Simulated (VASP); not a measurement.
A run of VASP 6.6.1:

INCAR

```
SYSTEM = SnO
PREC     = Accurate       ! precision mode
ENCUT    = 600            ! plane-wave cutoff, eV
EDIFF    = 1E-6           ! SCF threshold, eV
ISMEAR   = 0              ! smearing method
SIGMA    = 0.01           ! smearing width, eV
LREAL    = .False.        ! projectors in reciprocal space
LASPH    = .True.         ! aspherical terms in the spheres
NELM     = 120            ! most SCF steps
ALGO     = Normal         ! electronic algorithm
ISIF     = 2              ! what is computed and relaxed
LWAVE    = .False.        ! write WAVECAR
LCHARG   = .True.         ! write CHGCAR
GGA      = LIBXC          ! functional
LIBXC1   = GGA_X_PBE    
LIBXC2   = LDA_C_PW     
LELF     = .True.         ! ELF
LVHAR    = .True.       
NBANDS   = 28             ! bands
GGA_COMPAT= .False.
```

File KPOINTS:

```
regular mesh
0
Gamma
  5 5 4
  0 0 0
```

Contents of POSCAR:

```
SnO
1.0
    3.9212192466      0.0000000000      0.0000000000
    0.0000000000      3.9212192466      0.0000000000
    0.0000000000      0.0000000000      4.9970615829
Sn O
2 2
Direct
    0.5000000000      0.0000000000      0.2369000000
    0.0000000000      0.5000000000      0.7631000000
    0.0000000000      0.0000000000      0.0000000000
    0.5000000000      0.5000000000      0.0000000000
```

Potentials or basis: VASP PAW PBE potentials, release 64 (Sn_d, O).

Launch:

```sh
$ cat potpaw_PBE.64/Sn_d/POTCAR potpaw_PBE.64/O/POTCAR > POTCAR
$ mpirun -np 1 vasp_std > vasp.out
```

Hardware: 1 thread of Intel(R) Xeon(R) Platinum 8488C (Sapphire Rapids), on a shared host.

Problem. Estimate the wall time of this run.

Solution. It took 30 s on 1 thread of Intel(R) Xeon(R) Platinum 8488C (Sapphire Rapids) (shared host), peak memory 0.2 GiB. Counts: scf iterations 14, k points 18.
